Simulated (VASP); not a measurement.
Input of a VASP 6.6.1 run:

Contents of INCAR:

```
SYSTEM = NaF
ALGO = Normal
EDIFF = 1E-8
ENCUT = 600
IBRION = 6
ISIF = 3
ISMEAR = 0
LASPH = .True.
LCHARG = .False.
LREAL = .False.
LWAVE = .False.
NBANDS = 14
NELM = 100
NFREE = 2
NSW = 1
POTIM = 0.015
PREC = Accurate
SIGMA = 0.01
```

The input KPOINTS:

```
k-points
0
Gamma
  10 10 10
  0 0 0
```

Contents of POSCAR:

```
NaF
1.0
    0.0000000000      2.2517789485      2.2517789485
    2.2517789485      0.0000000000      2.2517789485
    2.2517789485      2.2517789485      0.0000000000
Na F
1 1
Direct
    0.0000000000      0.0000000000      0.0000000000
    0.5000000000      0.5000000000      0.5000000000
```

Potentials or basis: VASP PAW LDA potentials, release 64 (Na_pv, F).

The run is started by

```sh
$ cat potpaw_LDA.64/Na_pv/POTCAR potpaw_LDA.64/F/POTCAR > POTCAR
$ mpirun -np 1 vasp_std > vasp.out
```

Q: Predict the elastic constants C11, C12, C44.

A: 135, 24, 29 GPa.

Q: What does it give for the Voigt bulk modulus?

A: 61 GPa.

Q: Predict the highest phonon frequency at Γ, LO-TO splitting left out.

A: 279 cm⁻¹.

Phonon frequencies in cm⁻¹ (negative: imaginary):
```csv
q point,frequencies
"(0.000, 0.000, 0.000)",0 0 0 279 279 279
```
